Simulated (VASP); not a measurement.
Set up this calculation in VASP 6.6.1, as the native input.

| Property | Result |
| --- | --- |
| Task | single point |
| Functional | PBE |
| Potentials or basis | VASP PAW PBE potentials, release 64 (Mo_sv, Si) |
| Cutoff | 520 eV |
| k mesh | 14 × 14 × 14 |
| Occupations | fermi-dirac, width 0.1 eV |
| Spin | no spin polarisation |
| Dipole correction | no |
| Further INCAR settings | ALGO = Normal; EDIFF = 1e-06; NBANDS = 18 |

The structure of Si2Mo (MoSi2 type) lies in POSCAR:

```
Si2Mo
1.0
   -1.6082792877      1.6082792877      3.9369996440
    1.6082792877     -1.6082792877      3.9369996440
    1.6082792877      1.6082792877     -3.9369996440
Mo Si
1 2
Direct
    0.0000000000      0.0000000000      0.0000000000
    0.3350544013      0.3350544013      0.0000000000
   -0.3350544013     -0.3350544013      0.0000000000
```

One way to write it, as run:

INCAR

```
  PREC = Accurate
  ENCUT = 520
  EDIFF = 1E-6
  ISMEAR = -1
  SIGMA = 0.1
  LREAL = F
  LASPH = T
  NELM = 100
  ALGO = Normal
  ISIF = 2
  LWAVE = F
  LCHARG = F
  GGA = PE
  NBANDS = 18
```

KPOINTS

```
Automatic mesh
0
Gamma
  14 14 14
```

Potentials or basis: VASP PAW PBE potentials, release 64 (Mo_sv, Si).

The run is started by

```bash
$ cat potpaw_PBE.64/Mo_sv/POTCAR potpaw_PBE.64/Si/POTCAR > POTCAR
$ mpirun -np 1 vasp_std > vasp.out
```

It gave:

```yaml
Pressure: 0.2 GPa
Band_gap_on_the_k_mesh: zero (bands 11 and 12 overlap by 0.95 eV)
```

It took 10 min on 1 thread of Intel Xeon 8259CL (shared host), peak memory 0.33 GiB.
